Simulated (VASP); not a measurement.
Write the native input for VASP 6.6.1 that does the following.

```
Task                   : single point
Functional             : PBEsol
Potentials or basis    : VASP PAW PBE potentials, release 64 (Mg)
Cutoff                 : 520 eV
k mesh                 : 14 × 14 × 14
Occupations            : fermi-dirac, width 0.1 eV
Spin                   : no spin polarisation
Dipole correction      : no
Further INCAR settings : ALGO = Normal; EDIFF = 1e-06; NBANDS = 7
```

The structure of Mg lies in POSCAR:

```
Mg
1.0
    0.0000000000      2.2464592240      2.2464592240
    2.2464592240      0.0000000000      2.2464592240
    2.2464592240      2.2464592240      0.0000000000
Mg
1
Direct
    0.0000000000      0.0000000000      0.0000000000
```

These files were run (other wordings do the same):

INCAR

```
SYSTEM = Mg
PREC     = Accurate       ! precision mode
ENCUT    = 520            ! plane-wave cutoff, eV
EDIFF    = 1E-6           ! SCF threshold, eV
ISMEAR   = -1             ! smearing method
SIGMA    = 0.1            ! smearing width, eV
LREAL    = .False.        ! projectors in reciprocal space
LASPH    = .True.         ! aspherical terms in the spheres
NELM     = 100            ! most SCF steps
ALGO     = Normal         ! electronic algorithm
ISIF     = 2              ! what is computed and relaxed
LWAVE    = .False.        ! write WAVECAR
LCHARG   = .False.        ! write CHGCAR
GGA      = PS             ! functional
NBANDS   = 7              ! bands
```

KPOINTS

```
regular mesh
0
Gamma
  14 14 14
  0 0 0
```

Potentials or basis: VASP PAW PBE potentials, release 64 (Mg).

Command:

```sh
$ cat potpaw_PBE.64/Mg/POTCAR > POTCAR
$ mpirun -np 1 vasp_std > vasp.out
```

Results of the run:

The pressure is 0.0 GPa and the band gap on the k mesh is zero (band 1 reaches 3.65 eV, above the bottom of band 2 at 1.36 eV).

Caveat: the PAW data sets were made with another functional, which shifts forces and pressure a little.

Wall time 4 s on 1 thread of Intel(R) Xeon(R) 6975P-C (Granite Rapids) (shared host), peak memory 0.14 GiB.
